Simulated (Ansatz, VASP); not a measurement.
**SiC in VASP and in Ansatz**

INCAR

```
  PREC = Accurate
  ENCUT = 520
  EDIFF = 1E-7
  ISMEAR = 0
  SIGMA = 0.01
  LREAL = F
  LASPH = T
  NELM = 100
  ALGO = Normal
  ISIF = 2
  LWAVE = F
  LCHARG = T
  GGA = PE
  LELF = T
  LVHAR = T
  NBANDS = 16
```

The input KPOINTS:

```
Automatic mesh
0
Gamma
  5 5 3
```

POSCAR

```
SiC
1.0
    3.0760000000      0.0000000000      0.0000000000
   -1.5380000000      2.6638941400      0.0000000000
    0.0000000000      0.0000000000      5.0480000000
Si C
2 2
Direct
    0.3333333340      0.6666666679      0.0000000000
    0.6666666660      0.3633333321      0.5000000000
    0.3333333340      0.6666666679      0.3850000000
    0.6666666660      0.3333333321      0.8850000000
```

Input for Ansatz:

```yaml
crystal:
  lattice:
    - [3.076, 0.0, 0.0]
    - [-1.538, 2.66389414, 0.0]
    - [0.0, 0.0, 5.048]
  atoms:
    - { symbol: Si, position: [0.3333333339589838, 0.6666666679179676, 0.0] }
    - { symbol: Si, position: [0.6666666660410162, 0.36333333208203233, 0.5] }
    - { symbol: C, position: [0.3333333339589838, 0.6666666679179676, 0.385] }
    - { symbol: C, position: [0.6666666660410162, 0.33333333208203236, 0.885] }
kpoints:
  mp_grid:
    grid: [5, 5, 3]
    shift: [0.0, 0.0, 0.0]
hamiltonian:
  xc: pbe
  pseudopotentials:
    kind: nc
scf:
  occupations:
    method: fixed
output:
  forces: true
```

Alike in both runs: task single point; functional PBE; k mesh 5 × 5 × 3; no spin polarisation.

|  | VASP | Ansatz |
| --- | --- | --- |
| version | VASP 6.6.1 | Ansatz 0.2.0 |
| potentials or method | VASP PAW PBE potentials, release 64 (Si, C) | plane waves, norm-conserving potentials |
| plane-wave cutoff (eV) | 520 | 1116 |
| occupations | gaussian, width 0.01 eV | fixed |
| valence electrons in the cell | 16 | 16 |

Ansatz gave:

| Quantity | Value |
| --- | --- |
| rms of the force components (eV/Å) | 0.925 |

Estimate VASP's values.

rms of the force components (eV/Å): 0.918.

Atom by atom the forces differ by 0.007 eV/Å (rms over components).

The k mesh is coarse, so the values compare programs but aren't converged.
